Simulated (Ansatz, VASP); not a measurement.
## Hf in VASP and in Ansatz

```
Hf
1.0
     3.19670    0.00000    0.00000
    -1.59835    2.76842    0.00000
     0.00000    0.00000    5.05780
Hf
2
Direct
  0.66667 0.33333 0.75000
  0.33333 0.66667 0.25000
```

Alike in both runs: functional PBEsol; k mesh 10 × 10 × 5; occupations fermi-dirac, width 0.05 eV; non-collinear spin, spin-orbit coupling.

```csv
,VASP,Ansatz
version,VASP 6.6.1,Ansatz 0.2.0
potentials or method,"VASP PAW PBE potentials, release 64 (Hf_pv)",Ansatz PAW
plane-wave cutoff (eV),520,420
valence electrons in the cell,20,52
task,single point,band structure
```

|  | VASP | Ansatz | Ansatz less VASP |
| --- | --- | --- | --- |
| pressure (GPa) | -4.7 | -4.2 | +0.45 |
| traceless stress, the component that is largest in VASP (GPa) | -0.29 | -0.29 | +0.008 |

VASP's potentials were made for PBE, not for PBEsol. VASP's potentials hold 20 valence electrons a cell and Ansatz's 52, so a difference there can come from the potentials and not from the codes.
